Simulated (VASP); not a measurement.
# CdSe3S (P4mm) in VASP: further runs, part 2 of 2

VASP 6.6.1. The steps go on from the part before.

### Step 3. Single point, PBE

This run uses another cell than the first one, of 28.39 Å³/atom.

Input file INCAR:

```
ALGO = Normal ; EDIFF = 1E-6
ENCUT = 520 ; GGA = PE
ISIF = 2 ; ISMEAR = 0
LASPH = True ; LCHARG = False
LREAL = False ; LWAVE = False
NBANDS = 26 ; NELM = 80
PREC = Accurate ; SIGMA = 0.1
```

Input file KPOINTS:

```
k-points
0
Gamma
  8 8 8
```

Input file POSCAR:

```
CdSe3S
1.0
    4.9340233888      0.0000000000      0.0000000000
    0.0000000000      4.9340233888      0.0000000000
    0.0000000000      0.0000000000      5.8302459969
Cd Se S
1 3 1
Direct
    0.0000000000      0.0000000000      0.5678482079
    0.0000000000      0.5000000000      0.3208223022
    0.0000000000      0.0000000000      0.0093538727
    0.5000000000      0.0000000000      0.3208223022
    0.5000000000      0.5000000000      0.2196723049
```

Potentials or basis: VASP PAW PBE potentials, release 64 (Cd, Se, S).

On the command line:

```bash
> cat potpaw_PBE.64/Cd/POTCAR potpaw_PBE.64/Se/POTCAR potpaw_PBE.64/S/POTCAR > POTCAR
> mpirun -np 1 vasp_std > vasp.out
```

OUTCAR:

```text
EDIFF = 1E-6
   ENCUT = 520
   GGA = PE
   ISIF = 2
   ISMEAR = 0
   LASPH = True
   LREAL = False
   NELM = 80
   PREC = Accurate

 ion  position               nearest neighbor table
   1  0.000  0.000  0.568-   3 2.57   2 2.86   4 2.86   2 2.86   4 2.86   3 3.26
   2  0.000  0.500  0.321-   5 2.54   5 2.54   1 2.86   1 2.86
   3  0.000  0.000  0.009-   1 2.57   1 3.26
   4  0.500  0.000  0.321-   5 2.54   5 2.54   1 2.86   1 2.86
   5  0.500  0.500  0.220-   2 2.54   4 2.54   4 2.54   2 2.54

  LATTYP: Found a simple tetragonal cell.
 ALAT       =     4.9340233888
 C/A-ratio  =     1.1816413376

  Lattice vectors:

 A1 = (   4.9340233888,   0.0000000000,   0.0000000000)
 A2 = (   0.0000000000,   4.9340233888,   0.0000000000)
 A3 = (   0.0000000000,   0.0000000000,   5.8302459969)

Analysis of symmetry for initial positions (statically):
=====================================================================
 Subroutine PRICEL returns:
 Original cell was already a primitive cell.

 Routine SETGRP: Setting up the symmetry group for a
 simple tetragonal supercell.

 Subroutine GETGRP returns: Found  8 space group operations
 (whereof  8 operations were pure point group operations)
 out of a pool of 16 trial point group operations.

The static configuration has the point symmetry C_4v.

Analysis of symmetry for dynamics (positions and initial velocities):
=====================================================================
 Subroutine PRICEL returns:
 Original cell was already a primitive cell.

 Routine SETGRP: Setting up the symmetry group for a
 simple tetragonal supercell.

 Subroutine GETGRP returns: Found  8 space group operations
 (whereof  8 operations were pure point group operations)
 out of a pool of 16 trial point group operations.

The dynamic configuration has the point symmetry C_4v.

 Subroutine INISYM returns: Found  8 space group operations
 (whereof  8 operations are pure point group operations),
 and found     1 'primitive' translations

[... 121 lines left out ...]
  volume/ion in A,a.u.               =      28.39       191.56
  Fermi-wavevector in a.u.,A,eV,Ry     =   1.036285  1.958295 14.611116  1.073887
  Thomas-Fermi vector in A             =   2.170669
   LORBIT       =      0    0 simple, 1 ext, 2 COOP (PROOUT), +10 PAW based schemes
   GGA     = PE    functional components
   LHFCALC =     F    Hartree Fock is set to
   AEXX    =    0.0000 exact exchange contribution
   IVDW    =     0    specifies the selected vdW correction
   LEPSILON=     F    determine dielectric tensor
   LRPA    =     F    only Hartree local field effects (RPA)
 non-spin polarized calculation
 Gauss-broadening in eV      SIGMA  =   0.10
  energy-cutoff  :      520.00
  volume of cell :      141.93
 maximum number of plane-waves:      3866
 NGX is ok and might be reduce to    40
   NGX = 19   NGY = 19   NGZ = 21

 number of electron      36.0000010 magnetization

 Free energy of the ion-electron system (eV)
  ---------------------------------------------------
  ext. energy  EPLUGINS =         0.00000000
  ---------------------------------------------------
  free energy    TOTEN  =       -14.23053837 eV

  energy without entropy =      -14.20862078  energy(sigma->0) =      -14.21957958

 E-fermi :   1.8082     XC(G=0):  -8.4760

 val. band max:        1.8045602850   @ k =   0.2500   0.0000   0.1250
 cond. band min:       1.8168047206   @ k =   0.5000   0.3750   0.0000
 fundamental gap:      0.0122444355
 Fermi energy:         1.8082389284

 k-point     1 :       0.0000    0.0000    0.0000
  band No.  band energies     occupation
      1     -13.5011      2.00000
      2     -10.6590      2.00000
      3     -10.3733      2.00000
      4      -8.5743      2.00000
      5      -6.4698      2.00000
      6      -6.4698      2.00000
[... 685 lines left out ...]
     25       8.5787      0.00000
     26       9.2745      0.00000

 [... further k-points ...]

------------------------ aborting loop because EDIFF is reached ----------------------------------------

  FORCE on cell =-STRESS in cart. coord.  units (eV):
  Direction    XX          YY          ZZ          XY          YZ          ZX
  --------------------------------------------------------------------------------------
  -------------------------------------------------------------------------------------
  Total        0.0351521      0.0351521      0.1610822      0.0000000     -0.0000000      0.0000000
  in kB        0.3968012      0.3968012      1.8183139      0.0000000     -0.0000000      0.0000000
  external PRESSURE =       0.8706388 kB  Pullay stress =       0.0000000 kB

 VOLUME and BASIS-vectors are now :
 -----------------------------------------------------------------------------
  energy-cutoff  :      520.00
  volume of cell :      141.93
      direct lattice vectors                 reciprocal lattice vectors
     4.934023389  0.000000000  0.000000000     0.202674353  0.000000000  0.000000000
     0.000000000  4.934023389  0.000000000     0.000000000  0.202674353  0.000000000
     0.000000000  0.000000000  5.830245997     0.000000000  0.000000000  0.171519349

 POSITION                                       TOTAL-FORCE (eV/Angst)
 -----------------------------------------------------------------------------------
      0.00000      0.00000      3.31069        -0.000000      0.000000     -0.009232
      0.00000      2.46701      1.87047        -0.000000     -0.000000     -0.013770
      0.00000      0.00000      0.05454         0.000000      0.000000      0.031452
      2.46701      0.00000      1.87047        -0.000000      0.000000     -0.013770
      2.46701      2.46701      1.28074        -0.000000     -0.000000      0.005320
 -----------------------------------------------------------------------------------
    total drift:                                0.000000      0.000000      0.000094

  FREE ENERGIE OF THE ION-ELECTRON SYSTEM (eV)
  ---------------------------------------------------
  free  energy   TOTEN  =       -14.2305383710 eV

  energy  without entropy=      -14.2086207801  energy(sigma->0) =      -14.21957958
```

Run time: 7.2 min. Hardware: 1 thread of Intel Xeon 8259CL, shared host; peak memory 0.44 GiB.

What came out:

| Quantity | Value |
| --- | --- |
| Free energy | -14.2305 eV |
| Pressure | 0.1 GPa |
| Largest force | 0.031 eV/Å |
| Band gap on the k mesh | zero (bands 18 and 19 overlap by 0.86 eV) |

Forces in eV/Å, atoms in the order of the input:
```
Cd   0.000  0.000 -0.009
Se   0.000  0.000 -0.014
Se   0.000  0.000  0.031
Se   0.000  0.000 -0.014
S    0.000  0.000  0.005
```

### Step 4. Relaxation of cell and atoms, PBE

Input file INCAR:

```
ALGO = Normal
EDIFF = 1E-6
EDIFFG = -0.01
ENCUT = 600
GGA = PE
IBRION = 2
ISIF = 3
ISMEAR = 0
LASPH = True
LCHARG = False
LREAL = False
LWAVE = False
NELM = 100
NSW = 100
PREC = Accurate
SIGMA = 0.1
```

KPOINTS is that of step 3.

Input file POSCAR:

```
CdSe3S
1.0
    4.9481768835      0.0000000000      0.0000000000
    0.0000000000      4.9481768835      0.0000000000
    0.0000000000      0.0000000000      5.7162384039
Cd Se S
1 3 1
Direct
    0.0000000000      0.0000000000      0.5684467287
    0.0000000000      0.5000000000      0.3182041888
    0.0000000000      0.0000000000      0.0198946924
    0.5000000000      0.0000000000      0.3182041888
    0.5000000000      0.5000000000      0.2137691912
```

On the command line:

```bash
> cat potpaw_PBE.64/Cd/POTCAR potpaw_PBE.64/Se/POTCAR potpaw_PBE.64/S/POTCAR > POTCAR
> mpirun -np 1 vasp_std > vasp.out
```

Wall time 32 min (1 thread of Intel Xeon 8259CL, shared host); peak memory 0.49 GiB.

It converged, with:

- Free energy: -14.2304 eV
- Relaxed volume: 28.44 Å³/atom
- Relaxed cell: a = 4.931 Å, b = 4.931 Å, c = 5.849 Å, α = 90.00°, β = 90.00°, γ = 90.00°
- Space group after relaxing (to 0.1 Å): P4mm (No. 99)
- Energy gained by relaxing: 2.9 meV/atom
- Ionic steps: 10
- Pressure after relaxing: 0.0 GPa
- Largest force after relaxing: 0.006 eV/Å
- Band gap on the k mesh: zero (bands 18 and 19 overlap by 0.85 eV)

Forces in eV/Å, atoms in the order of the input:
```
Cd   0.000  0.000 -0.006
Se   0.000  0.000 -0.001
Se   0.000  0.000  0.004
Se   0.000  0.000 -0.001
S    0.000  0.000  0.003
```

Step by step:
```
step  energy change (eV)  largest force (eV/Å)  pressure (GPa)  volume (Å³)
   1              0.0000                0.2025            0.53       139.96
   2             -0.0063                0.1384           -0.06       141.83
   3             -0.0068                0.1325           -0.27       142.55
   4             -0.0109                0.0907           -0.17       142.46
   5             -0.0135                0.0535           -0.01       142.31
   6             -0.0136                0.0499            0.00       142.29
   7             -0.0141                0.0366            0.00       142.28
   8             -0.0145                0.0513           -0.01       142.27
   9             -0.0146                0.0139            0.02       142.19
  10             -0.0147                0.0057            0.01       142.21
```

Final structure:
```xyz
5
Lattice="4.9311 0.0000 0.0000 0.0000 4.9311 0.0000 0.0000 0.0000 5.8486" Properties=species:S:1:pos:R:3 pbc="T T T"
Cd    0.0000    0.0000    3.3260
Se    0.0000    2.4655    1.8735
Se    0.0000    0.0000    0.0566
Se    2.4655    0.0000    1.8735
S     2.4655    2.4655    1.2837
```

Levels at points of the mesh, in eV from the Fermi level:
```csv
k point,band 16,band 17,band 18,band 19,band 20,band 21
"(0.00, 0.00, 0.00)",-1.37,-1.00,0.09,0.09,1.93,3.11
"(0.50, 0.00, 0.00)",-1.89,-0.92,0.15,0.45,0.51,3.26
"(0.50, 0.50, 0.00)",-1.21,-1.17,-0.15,-0.15,-0.13,0.53
"(0.00, 0.00, 0.50)",-1.45,-0.85,-0.70,-0.70,3.26,3.26
"(0.50, 0.00, 0.50)",-1.02,-0.59,-0.36,0.60,0.70,3.16
"(0.50, 0.50, 0.50)",-1.12,-0.35,-0.14,0.55,0.59,0.59
```

### Step 5. Summary

| task | cell | k mesh | cutoff (eV) | gap on the mesh (eV) | pressure (GPa) | largest force (eV/Å) |
| --- | --- | --- | --- | --- | --- | --- |
| single point | a = 4.948, b = 4.948, c = 5.716 Å, 5 atoms, atomic positions A | 4 × 4 × 4 | 520 | none | 0.3 | 0.03 |
| single point | a = 4.934, b = 4.934, c = 5.830 Å, 5 atoms, atomic positions B | 8 × 8 × 8 | 520 | none | 0.1 | 0.03 |
| relaxation of cell and atoms | relaxed from a = 4.948, b = 4.948, c = 5.716 Å, 5 atoms, atomic positions A | 8 × 8 × 8 | 600 | none | 0.0 | 0.01 |

Alike in all rows: level PBE; potentials or basis VASP PAW PBE potentials, release 64 (Cd, Se, S); no spin polarisation; smearing gaussian 0.1 eV.

Absolute energies hang on the potentials; compare differences alone.

The gap in the log of VASP goes by the Fermi energy; the results here count the filled bands.